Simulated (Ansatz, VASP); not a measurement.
Two plane-wave programs on TiAl

```
CELL_PARAMETERS angstrom
3.18428 0.00000 0.00000
0.00000 3.18428 0.00000
0.00000 0.00000 3.18428
ATOMIC_POSITIONS crystal
Ti 0.50000 0.50000 0.50000
Al 0.00000 0.00000 0.00000
```

Alike in both runs: task single point; functional PBE; k mesh 6 × 6 × 6; occupations gaussian, width 0.1 eV; collinear spin.

|  | VASP | Ansatz |
| --- | --- | --- |
| version | VASP 6.6.1 | Ansatz 0.2.0 |
| potentials or method | VASP PAW PBE potentials, release 64 (Ti_sv, Al), cutoff 520 eV | scalar-relativistic, plane waves, PAW |
| valence electrons in the cell | 15 | 15 |

VASP gave:

* gap on the k mesh at the Fermi level (eV): none
* pressure (GPa): -0.1
* net moment per atom (μB): 0.00

Task: What did Ansatz give for the same quantities?

Result: gap on the k mesh at the Fermi level (eV): none; pressure (GPa): 0.0; net moment per atom (μB): 0.00.

A gap of «none» marks a metal or a gap that the smearing closes. With one functional, cell and mesh, what is left measures potentials, basis and numerics. Ansatz's warnings: seeded moment not kept.
